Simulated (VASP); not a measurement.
# BN (P6_3mc) in VASP: further runs

The runs below take BN through single point, with PBEsol+D3(BJ).

Everything below comes from runs of VASP 6.6.1. Logs are shortened: lines on timing, memory, paths and dates and some standing lists are left out, and cuts for length are marked.

## 1. The cell of the first run

It takes space group P6_3mc (No. 186, hexagonal). Conventional cell: a = 2.536 Å, b = 2.536 Å, c = 4.199 Å, α = 90.00°, β = 90.00°, γ = 120.00°. Within 2.1 Å of B (site symmetry 3m) lie 4 N at 1.56 to 1.57 Å. Within 2.1 Å of N (site symmetry 3m) lie 4 B at 1.56 to 1.57 Å.

## 2. Single point, PBEsol+D3(BJ)

Input file INCAR:

```
PREC     = Accurate       # precision mode
ENCUT    = 520            # plane-wave cutoff, eV
EDIFF    = 1E-6           # SCF threshold, eV
ISMEAR   = 0              # smearing method
SIGMA    = 0.01           # smearing width, eV
LREAL    = F              # projectors in reciprocal space
LASPH    = T              # aspherical terms in the spheres
NELM     = 80             # most SCF steps
ALGO     = Normal         # electronic algorithm
ISIF     = 2              # what is computed and relaxed
LWAVE    = F              # write WAVECAR
LCHARG   = F              # write CHGCAR
GGA      = PS             # functional
IVDW     = 12             # dispersion correction
NBANDS   = 16             # bands
```

Input file KPOINTS:

```
regular mesh
0
Gamma
  3 3 2
```

Input file POSCAR:

```
BN
1.0
    2.5360000000      0.0000000000      0.0000000000
   -1.2680000000      2.1962404200      0.0000000000
    0.0000000000      0.0000000000      4.1990000000
B N
2 2
Direct
    0.6666666700      0.3333333300      0.0000000000
    0.3333333300      0.6666666700      0.5000000000
    0.6666666700      0.3333333300      0.3750000000
    0.3333333300      0.6666666700      0.8750000000
```

Potentials or basis: VASP PAW PBE potentials, release 64 (B, N).

On the command line:

```bash
$ cat potpaw_PBE.64/B/POTCAR potpaw_PBE.64/N/POTCAR > POTCAR
$ mpirun -np 1 vasp_std > vasp.out
```

OUTCAR:

```text
PREC = Accurate
   ENCUT = 520
   EDIFF = 1E-6
   ISMEAR = 0
   LREAL = F
   LASPH = T
   NELM = 80
   ISIF = 2
   GGA = PS
   IVDW = 12
 IVDW          = 12

 ion  position               nearest neighbor table
   1  0.667  0.333  0.000-   4 1.56   4 1.56   4 1.56   3 1.57
   2  0.333  0.667  0.500-   3 1.56   3 1.56   3 1.56   4 1.57
   3  0.667  0.333  0.375-   2 1.56   2 1.56   2 1.56   1 1.57
   4  0.333  0.667  0.875-   1 1.56   1 1.56   1 1.56   2 1.57

  LATTYP: Found a hexagonal cell.
 ALAT       =     2.5360000000
 C/A-ratio  =     1.6557570978

  Lattice vectors:

 A1 = (   2.5360000000,   0.0000000000,   0.0000000000)
 A2 = (  -1.2680000000,   2.1962404200,   0.0000000000)
 A3 = (   0.0000000000,   0.0000000000,   4.1990000000)

Analysis of symmetry for initial positions (statically):
=====================================================================
 Subroutine PRICEL returns:
 Original cell was already a primitive cell.

 Routine SETGRP: Setting up the symmetry group for a
 hexagonal supercell.

 Subroutine GETGRP returns: Found 12 space group operations
 (whereof  6 operations were pure point group operations)
 out of a pool of 24 trial point group operations.

The static configuration has the point symmetry C_3v.
 The point group associated with its full space group is C_6v.

Analysis of symmetry for dynamics (positions and initial velocities):
=====================================================================
 Subroutine PRICEL returns:
 Original cell was already a primitive cell.

 Routine SETGRP: Setting up the symmetry group for a
 hexagonal supercell.

 Subroutine GETGRP returns: Found 12 space group operations
 (whereof  6 operations were pure point group operations)
 out of a pool of 24 trial point group operations.

The dynamic configuration has the point symmetry C_3v.
 The point group associated with its full space group is C_6v.

 Subroutine INISYM returns: Found 12 space group operations
 (whereof  6 operations are pure point group operations),
 and found     1 'primitive' translations

----------------------------------------------------------------------------------------

                                     Primitive cell

  volume of cell :      23.3870

  direct lattice vectors                    reciprocal lattice vectors
     2.536000000  0.000000000  0.000000000     0.394321767  0.227661778  0.000000000
    -1.268000000  2.196240420  0.000000000     0.000000000  0.455323557  0.000000000
     0.000000000  0.000000000  4.199000000     0.000000000  0.000000000  0.238151941

  length of vectors
     2.536000000  2.535999997  4.199000000     0.455323556  0.455323557  0.238151941

  position of ions in fractional coordinates (direct lattice)
     0.666666670  0.333333330  0.000000000
     0.333333330  0.666666670  0.500000000
     0.666666670  0.333333330  0.375000000
     0.333333330  0.666666670  0.875000000

  ion indices of the primitive-cell ions
   primitive index   ion index
                 1           1
                 2           2
                 3           3
                 4           4

----------------------------------------------------------------------------------------

 KPOINTS: regular mesh

Automatic generation of k-mesh.
 Grid dimensions read from file:
 generate k-points for:    3    3    2

 Generating k-lattice:

  Cartesian coordinates                     Fractional coordinates (reciprocal lattice)
     0.131440589  0.075887259  0.000000000     0.333333333  0.000000000  0.000000000
     0.000000000  0.151774519  0.000000000     0.000000000  0.333333333  0.000000000
     0.000000000  0.000000000  0.119075970     0.000000000  0.000000000  0.500000000

  Length of vectors
     0.151774519  0.151774519  0.119075970

  Shift w.r.t. Gamma in fractional coordinates (k-lattice)
     0.000000000  0.000000000  0.000000000

 Subroutine IBZKPT returns following result:
 ===========================================

 Found      6 irreducible k-points:

 Following reciprocal coordinates:
            Coordinates               Weight
  0.000000  0.000000  0.000000      1.000000
  0.333333  0.000000  0.000000      6.000000
  0.333333  0.333333  0.000000      2.000000
  0.000000  0.000000  0.500000      1.000000
  0.333333  0.000000  0.500000      6.000000
  0.333333  0.333333  0.500000      2.000000
   k-points           NKPTS =      6   k-points in BZ     NKDIM =      6   number of bands    NBANDS=     16
   number of dos      NEDOS =    301   number of ions     NIONS =      4
   total plane-waves  NPLWV =  12800
   dimension x,y,z NGX =    20 NGY =   20 NGZ =   32
   dimension x,y,z NGXF=    40 NGYF=   40 NGZF=   64
   ions per type =               2   2
   NGX,Y,Z   is equivalent  to a cutoff of  13.11, 13.11, 12.67 a.u.
   NGXF,Y,Z  is equivalent  to a cutoff of  26.22, 26.22, 25.34 a.u.
 SYSTEM =  unknown system
   PREC   = accura    normal or accurate (medium, high low for compatibility)
   ISTART =      0    job   : 0-new  1-cont  2-samecut
   ICHARG =      2    charge: 1-file 2-atom 10-const
   ISPIN  =      1    spin polarized calculation?
   LNONCOLLINEAR =      F non collinear calculations
   LSORBIT =      F    spin-orbit coupling
   LASPH  =      T    aspherical Exc in radial PAW
   ENCUT  =  520.0 eV  38.22 Ry    6.18 a.u.   4.72  4.72  7.81*2*pi/ulx,y,z
   NELM   =     80;   NELMIN=  2; NELMDL= -5     # of ELM steps
   EDIFF  = 0.1E-05   stopping-criterion for ELM
   LREAL  =      F    real-space projection
   EDIFFG = 0.1E-04   stopping-criterion for IOM
   NSW    =      0    number of steps for IOM
   IBRION =     -1    ionic relax: 0-MD 1-quasi-New 2-CG
   NFREE  =      0    steps in history (QN), initial steepest desc. (CG)
   ISIF   =      2    stress and relaxation
   ISYM   =      2    0-nonsym 1-usesym 2-fastsym
   POTIM  = 0.5000    time-step for ionic-motion
   TEBEG  =    0.0;   TEEND  =   0.0 temperature during run
   PSTRESS=    0.0 pullay stress
   NELECT =      16.0000    total number of electrons
   NUPDOWN=      -1.0000    fix difference up-down
   EMIN   =  10.00;   EMAX   =-10.00  energy-range for DOS
   EFERMI =   0.00;   METHOD = LEGACY
   ISMEAR =     0;   SIGMA  =   0.01  broadening in eV -4-tet -1-fermi 0-gaus
   EFERMI_NEDOS =   21; number of points for ismear=-14 and -15
   IALGO  =     38    algorithm
   IMIX   =      4    mixing-type and parameters
     AMIX     =   0.40;   BMIX     =  1.00
     AMIX_MAG =   1.60;   BMIX_MAG =  1.00
  volume/ion in A,a.u.               =       5.85        39.46
  Fermi-wavevector in a.u.,A,eV,Ry     =   1.442524  2.725976 28.312044  2.080877
  Thomas-Fermi vector in A             =   2.561035
   LORBIT       =      0    0 simple, 1 ext, 2 COOP (PROOUT), +10 PAW based schemes
   GGA     = PS    functional components
   LHFCALC =     F    Hartree Fock is set to
   AEXX    =    0.0000 exact exchange contribution
   IVDW    =    12    specifies the selected vdW correction
   LEPSILON=     F    determine dielectric tensor
   LRPA    =     F    only Hartree local field effects (RPA)
 non-spin polarized calculation
 Gauss-broadening in eV      SIGMA  =   0.01
  energy-cutoff  :      520.00
  volume of cell :       23.39
 maximum number of plane-waves:       652
 NGX is ok and might be reduce to    20
   NGX =  9   NGY =  9   NGZ = 15

 number of electron      15.9999999 magnetization

 Free energy of the ion-electron system (eV)
  ---------------------------------------------------
  ext. energy  EPLUGINS =         0.00000000
  ---------------------------------------------------
  free energy    TOTEN  =       -36.22587394 eV

  energy without entropy =      -36.22587394  energy(sigma->0) =      -36.22587394

 E-fermi :   7.7765     XC(G=0): -13.0414

 val. band max:        7.7134053806   @ k =   0.0000   0.0000   0.0000
 cond. band min:      12.6263133516   @ k =   0.3333   0.3333   0.0000
 fundamental gap:      4.9129079711
 Fermi energy:         7.7765425140

 k-point     1 :       0.0000    0.0000    0.0000
  band No.  band energies     occupation
      1     -12.8618      2.00000
      2      -8.6057      2.00000
      3      -3.4278      2.00000
      4       5.5551      2.00000
      5       5.5551      2.00000
      6       7.4540      2.00000
[... 8 lines left out ...]
     15      19.6006      0.00000
     16      23.8968      0.00000

 k-point     2 :       0.3333    0.0000    0.0000
  band No.  band energies     occupation
      1     -10.5206      2.00000
      2      -7.1583      2.00000
      3      -1.1671      2.00000
      4      -0.6283      2.00000
      5       2.1057      2.00000
      6       3.1820      2.00000
[... 8 lines left out ...]
     15      23.5993      0.00000
     16      24.2049      0.00000

 k-point     3 :       0.3333    0.3333    0.0000
  band No.  band energies     occupation
      1      -7.4154      2.00000
      2      -7.4154      2.00000
      3      -1.7686      2.00000
      4       0.4108      2.00000
      5       0.4108      2.00000
      6       2.1118      2.00000
[... 8 lines left out ...]
     15      22.9427      0.00000
     16      22.9427      0.00000

 k-point     4 :       0.0000    0.0000    0.5000
  band No.  band energies     occupation
      1     -11.3836      2.00000
      2     -11.3836      2.00000
      3       1.8977      2.00000
      4       1.8977      2.00000
      5       6.5167      2.00000
      6       6.5167      2.00000
[... 8 lines left out ...]
     15      20.9872      0.00000
     16      20.9872      0.00000

 k-point     5 :       0.3333    0.0000    0.5000
  band No.  band energies     occupation
      1      -9.2281      2.00000
      2      -9.2281      2.00000
      3      -0.3098      2.00000
      4      -0.3098      2.00000
      5       3.6522      2.00000
      6       3.6522      2.00000
[... 8 lines left out ...]
     15      23.5256      0.00000
     16      23.5256      0.00000

 k-point     6 :       0.3333    0.3333    0.5000
  band No.  band energies     occupation
      1      -7.2570      2.00000
      2      -7.2570      2.00000
      3      -1.2553      2.00000
      4      -1.2553      2.00000
      5      -0.2404      2.00000
      6      -0.2404      2.00000
[... 8 lines left out ...]
     15      24.5096      0.00000
     16      24.5096      0.00000

------------------------ aborting loop because EDIFF is reached ----------------------------------------

 Edisp (eV)   -0.58150

 E8    (eV) :    -0.2881

  FORCE on cell =-STRESS in cart. coord.  units (eV):
  Direction    XX          YY          ZZ          XY          YZ          ZX
  --------------------------------------------------------------------------------------
  -------------------------------------------------------------------------------------
  Total       0.38722     0.38722    -0.58639     0.00000     0.00000     0.00000
  in kB      26.52748    26.52748   -40.17195     0.00000     0.00000     0.00000
  external pressure =        4.29 kB  Pullay stress =        0.00 kB

 VOLUME and BASIS-vectors are now :
 -----------------------------------------------------------------------------
  energy-cutoff  :      520.00
  volume of cell :       23.39
      direct lattice vectors                 reciprocal lattice vectors
     2.536000000  0.000000000  0.000000000     0.394321767  0.227661778  0.000000000
    -1.268000000  2.196240420  0.000000000     0.000000000  0.455323557  0.000000000
     0.000000000  0.000000000  4.199000000     0.000000000  0.000000000  0.238151941

 POSITION                                       TOTAL-FORCE (eV/Angst)
 -----------------------------------------------------------------------------------
      1.26800      0.73208      0.00000         0.000000      0.000000     -0.188421
     -0.00000      1.46416      2.09950         0.000000      0.000000     -0.188421
      1.26800      0.73208      1.57462         0.000000     -0.000000      0.188421
     -0.00000      1.46416      3.67413        -0.000000     -0.000000      0.188421
 -----------------------------------------------------------------------------------
    total drift:                                0.000001     -0.000000     -0.000417

  FREE ENERGIE OF THE ION-ELECTRON SYSTEM (eV)
  ---------------------------------------------------
  free  energy   TOTEN  =       -36.8073788198 eV

  energy  without entropy=      -36.8073788198  energy(sigma->0) =      -36.80737882
```

It took 3.2 s on 1 thread of Intel Xeon 6975P-C, shared host; peak memory 0.14 GiB.

Results:

* Free energy: -36.8074 eV
* Pressure: 0.4 GPa
* Largest force: 0.188 eV/Å
* Band gap on the k mesh: 4.91 eV, indirect (least direct gap 8.31 eV)
* Dispersion energy per atom: -0.145 eV

Forces on the atoms (eV/Å):
```
B    0.000  0.000 -0.188
B    0.000  0.000 -0.188
N    0.000  0.000  0.188
N    0.000  0.000  0.188
```

Stress tensor (GPa, compression positive):
```
 2.65  0.00  0.00
 0.00  2.65  0.00
 0.00  0.00 -4.02
```

Caveat: the k points lie up to 0.95 Å⁻¹ apart; three body term missing; the PAW data sets were made with another functional, which shifts forces and pressure a little. PBEsol gaps usually lie below the measured ones, often by a third to a half.

## 3. Single point, PBEsol+D3(BJ)

Input file INCAR:

```
SYSTEM = BN
PREC     = Accurate       ! precision mode
ENCUT    = 520            ! plane-wave cutoff, eV
EDIFF    = 1E-6           ! SCF threshold, eV
ISMEAR   = 0              ! smearing method
SIGMA    = 0.01           ! smearing width, eV
LREAL    = .False.        ! projectors in reciprocal space
LASPH    = .True.         ! aspherical terms in the spheres
NELM     = 60             ! most SCF steps
ALGO     = Normal         ! electronic algorithm
ISIF     = 2              ! what is computed and relaxed
LWAVE    = .False.        ! write WAVECAR
LCHARG   = .False.        ! write CHGCAR
GGA      = PS             ! functional
IVDW     = 12             ! dispersion correction
NBANDS   = 16             ! bands
```

Input file KPOINTS:

```
Automatic mesh
0
Gamma
  5 5 3
  0 0 0
```

POSCAR is that of step 2.

Potentials or basis: VASP PAW PBE potentials, release 64 (B, N).

On the command line:

```bash
$ cat potpaw_PBE.64/B/POTCAR potpaw_PBE.64/N/POTCAR > POTCAR
$ mpirun -np 1 vasp_std > vasp.out
```

Run time: 3.1 s. Hardware: 1 thread of Intel Xeon 6975P-C, shared host; peak memory 0.14 GiB.

Results (log left out):

- Free energy: -37.1847 eV
- Pressure: -1.4 GPa
- Largest force: 0.048 eV/Å
- Band gap on the k mesh: 5.78 eV, indirect (least direct gap 8.32 eV)
- Dispersion energy per atom: -0.145 eV

Forces in eV/Å, atoms in the order of the input:
```
B    0.000  0.000  0.048
B    0.000  0.000  0.048
N    0.000  0.000 -0.048
N    0.000  0.000 -0.048
```

Stress tensor (GPa, compression positive):
```
-0.90  0.00  0.00
 0.00 -0.90  0.00
 0.00  0.00 -2.30
```

Levels at points of the mesh, in eV from the valence-band top:
| k point | band 5 | band 6 | band 7 | band 8 | band 9 | band 10 | band 11 | band 12 |
| --- | --- | --- | --- | --- | --- | --- | --- | --- |
| (0.00, 0.00, 0.00) | -2.15 | -0.25 | 0.00 | 0.00 | 8.37 | 8.37 | 8.55 | 9.63 |

Caveat: the k points lie up to 0.57 Å⁻¹ apart; three body term missing; the PAW data sets were made with another functional, which shifts forces and pressure a little. Expect the measured gap to be larger: semilocal functionals such as PBEsol lack the derivative discontinuity.

## 4. Single point, PBEsol+D3(BJ)

Input file INCAR:

```
SYSTEM = BN
ALGO     = Normal         ! electronic algorithm
EDIFF    = 1E-6           ! SCF threshold, eV
ENCUT    = 520            ! plane-wave cutoff, eV
GGA      = PS             ! functional
ISIF     = 2              ! what is computed and relaxed
ISMEAR   = 0              ! smearing method
IVDW     = 12             ! dispersion correction
LASPH    = .TRUE.         ! aspherical terms in the spheres
LCHARG   = .TRUE.         ! write CHGCAR
LELF     = .TRUE.         ! ELF
LREAL    = .FALSE.        ! projectors in reciprocal space
LVHAR    = .TRUE.       
LWAVE    = .FALSE.        ! write WAVECAR
NBANDS   = 16             ! bands
NELM     = 100            ! most SCF steps
PREC     = Accurate       ! precision mode
SIGMA    = 0.01           ! smearing width, eV
```

Input file KPOINTS:

```
k-points
0
G
  6 6 3
  0 0 0
```

POSCAR is that of step 3.

On the command line:

```bash
$ cat potpaw_PBE.64/B/POTCAR potpaw_PBE.64/N/POTCAR > POTCAR
$ mpirun -np 1 vasp_std > vasp.out
```

It took 3.9 s on 1 thread of Intel Xeon 6975P-C, shared host; peak memory 0.14 GiB.

It converged, with:

| Quantity | Value |
| --- | --- |
| Free energy | -37.1989 eV |
| Pressure | -1.4 GPa |
| Largest force | 0.059 eV/Å |
| Band gap on the k mesh | 4.97 eV, indirect (least direct gap 8.28 eV) |
| Dispersion energy per atom | -0.145 eV |

Forces on the atoms (eV/Å):
```
B    0.000  0.000  0.059
B    0.000  0.000  0.059
N    0.000  0.000 -0.059
N    0.000  0.000 -0.059
```

Stress tensor (GPa, compression positive):
```
-1.06  0.00  0.00
 0.00 -1.06  0.00
 0.00  0.00 -2.16
```

Levels at points of the mesh, in eV from the valence-band top:
```csv
k point,band 4,band 5,band 6,band 7,band 8,band 9,band 10,band 11,band 12,band 13
"(0.00, 0.00, 0.00)",-2.15,-2.15,-0.25,0.00,0.00,8.37,8.37,8.55,9.63,10.88
"(0.50, 0.00, 0.00)",-7.91,-7.00,-5.06,-4.51,-2.15,6.61,7.85,10.62,11.50,12.96
```

Caveat: the k points lie up to 0.50 Å⁻¹ apart; three body term missing; the PAW data sets were made with another functional, which shifts forces and pressure a little.

## 5. Single point, PBEsol+D3(BJ)

Input file INCAR:

```
PREC = Accurate ; ENCUT = 520
EDIFF = 1E-6 ; ISMEAR = 0
SIGMA = 0.01 ; LREAL = F
LASPH = T ; NELM = 100
ALGO = Normal ; ISIF = 2
LWAVE = F ; LCHARG = F
GGA = PS ; IVDW = 12
NBANDS = 16
```

Input file KPOINTS:

```
Automatic mesh
0
Gamma
  8 8 4
```

POSCAR is that of step 4.

On the command line:

```bash
$ cat potpaw_PBE.64/B/POTCAR potpaw_PBE.64/N/POTCAR > POTCAR
$ mpirun -np 1 vasp_std > vasp.out
```

Wall time 5.5 s (1 thread of Intel Xeon 6975P-C, shared host); peak memory 0.15 GiB.

Results (log left out):

* Free energy: -37.2055 eV
* Pressure: -1.5 GPa
* Largest force: 0.062 eV/Å
* Band gap on the k mesh: 5.30 eV, indirect (least direct gap 8.25 eV)
* Dispersion energy per atom: -0.145 eV

Forces in eV/Å, atoms in the order of the input:
```
B    0.000  0.000  0.062
B    0.000  0.000  0.062
N    0.000  0.000 -0.062
N    0.000  0.000 -0.062
```

Stress tensor (GPa, compression positive):
```
-1.08  0.00  0.00
 0.00 -1.08  0.00
 0.00  0.00 -2.19
```

Levels at points of the mesh, in eV from the valence-band top:
| k point | band 4 | band 5 | band 6 | band 7 | band 8 | band 9 | band 10 | band 11 | band 12 | band 13 |
| --- | --- | --- | --- | --- | --- | --- | --- | --- | --- | --- |
| (0.00, 0.00, 0.00) | -2.15 | -2.15 | -0.25 | 0.00 | 0.00 | 8.37 | 8.37 | 8.55 | 9.63 | 10.88 |
| (0.50, 0.00, 0.00) | -7.91 | -7.00 | -5.06 | -4.51 | -2.15 | 6.61 | 7.85 | 10.62 | 11.50 | 12.96 |
| (0.00, 0.00, 0.50) | -5.79 | -1.19 | -1.19 | -1.19 | -1.19 | 9.54 | 9.54 | 9.93 | 9.93 | 9.93 |
| (0.50, 0.00, 0.50) | -10.17 | -3.83 | -3.83 | -3.61 | -3.61 | 6.48 | 6.48 | 10.00 | 10.00 | 14.36 |

Caveat: three body term missing; the PAW data sets were made with another functional, which shifts forces and pressure a little. PBEsol gaps usually lie below the measured ones, often by a third to a half.

## 6. The runs side by side

| k mesh | gap on the mesh (eV) | pressure (GPa) | largest force (eV/Å) |
| --- | --- | --- | --- |
| 3 × 3 × 2 | 4.91 | 0.4 | 0.19 |
| 5 × 5 × 3 | 5.78 | -1.4 | 0.05 |
| 6 × 6 × 3 | 4.97 | -1.4 | 0.06 |
| 8 × 8 × 4 | 5.30 | -1.5 | 0.06 |

Alike in all rows: task single point; level PBEsol+D3(BJ); potentials or basis VASP PAW PBE potentials, release 64 (B, N); no spin polarisation; cell as given; cutoff (eV) 520; smearing gaussian 0.01 eV.

Caveats: some runs use coarse meshes; three body term missing; the PAW data sets were made with another functional, which shifts forces and pressure a little.

Absolute energies hang on the potentials; compare differences alone.
